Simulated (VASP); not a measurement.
A run of VASP 6.6.1 is set up as follows.

The input POSCAR:

```
PtS2
1.0
    3.5414376595      0.0000000000      0.0000000000
   -1.7707188298      3.0669749791      0.0000000000
    0.0000000000      0.0000000000     30.8254864128
S Pt
2 1
Direct
    0.6666666667      0.3333333333      0.4597154276
    0.3333333333      0.6666666667      0.5402845724
    0.0000000000      0.0000000000      0.5000000000
```

The input INCAR.step1:

```
PREC = Accurate ; ENCUT = 520
EDIFF = 1E-7 ; ISMEAR = 0
SIGMA = 0.02 ; LREAL = False
LASPH = True ; NELM = 60
ALGO = Normal ; ISIF = 2
LWAVE = False ; LCHARG = True
LMAXMIX = 4 ; LDIPOL = True
IDIPOL = 3 ; DIPOL = 0.5 0.5 0.500
GGA = PE ; IVDW = 12
NBANDS = 18
```

The input KPOINTS.step1:

```
Automatic mesh
0
Gamma
  9 9 1
```

Contents of INCAR.step2:

```
PREC = Accurate ; ENCUT = 520
EDIFF = 1E-7 ; ISMEAR = -5
SIGMA = 0.02 ; LREAL = False
LASPH = True ; NELM = 60
ALGO = Normal ; ISIF = 2
LWAVE = False ; LCHARG = False
LMAXMIX = 4 ; LDIPOL = True
IDIPOL = 3 ; DIPOL = 0.5 0.5 0.500
GGA = PE ; IVDW = 12
LORBIT = 10 ; NEDOS = 1001
ICHARG = 11
```

The input KPOINTS.step2:

```
Automatic mesh
0
Gamma
  14 14 1
```

Potentials or basis: VASP PAW PBE potentials, release 64 (S, Pt).

Launch:

```bash
$ cat potpaw_PBE.64/S/POTCAR potpaw_PBE.64/Pt/POTCAR > POTCAR
$ cp INCAR.step1 INCAR
$ cp KPOINTS.step1 KPOINTS
$ mpirun -np 1 vasp_std > vasp.out
$ cp INCAR.step2 INCAR
$ cp KPOINTS.step2 KPOINTS
$ mpirun -np 1 vasp_std > vasp.out
```

(1) Estimate the dispersion energy per atom.

## Answers

(1) -0.276 eV.
